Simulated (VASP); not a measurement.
Crystal: Fe.

```
Fe
1.0
     0.00000    2.37554    2.37554
     2.37554    0.00000    2.37554
     2.37554    2.37554    0.00000
Fe
2
Direct
  0.50000 0.50000 0.50000
  0.75000 0.75000 0.75000
```

* Program: VASP 6.6.1
* Task: relaxation of cell and atoms
* Functional: PBEsol
* Potentials or basis: VASP PAW PBE potentials, release 64 (Fe)
* Cutoff: 600 eV
* k mesh: 6 × 6 × 6
* Occupations: gaussian, width 0.1 eV
* Spin: no spin polarisation

At the start: pressure 4.1 GPa; volume 13.41 Å³/atom.

Where does the relaxation end?

Over 3 steps the energy falls by 3.9 meV/atom and the volume is 13.72 Å³/atom (+2.3 %); space group Fd-3m (No. 227, to 0.05 Å).

Step by step:
```tsv
step	energy change (eV)	largest force (eV/Å)	pressure (GPa)	volume (Å³)
1	0.0000	0.0000	4.09	26.81
2	0.0021	0.0000	-4.23	28.16
3	-0.0077	0.0000	-0.01	27.43
```

Final structure:
```
Fe
1.0
     0.00000    2.39378    2.39378
     2.39378    0.00000    2.39378
     2.39378    2.39378    0.00000
Fe
2
Direct
  0.50000 0.50000 0.50000
  0.75000 0.75000 0.75000
```

Caveat: the k points lie up to 0.38 Å⁻¹ apart in the final cell; the PAW data sets were made with another functional, which shifts forces and pressure a little; the run has no spin polarisation, though such a crystal can be magnetic.
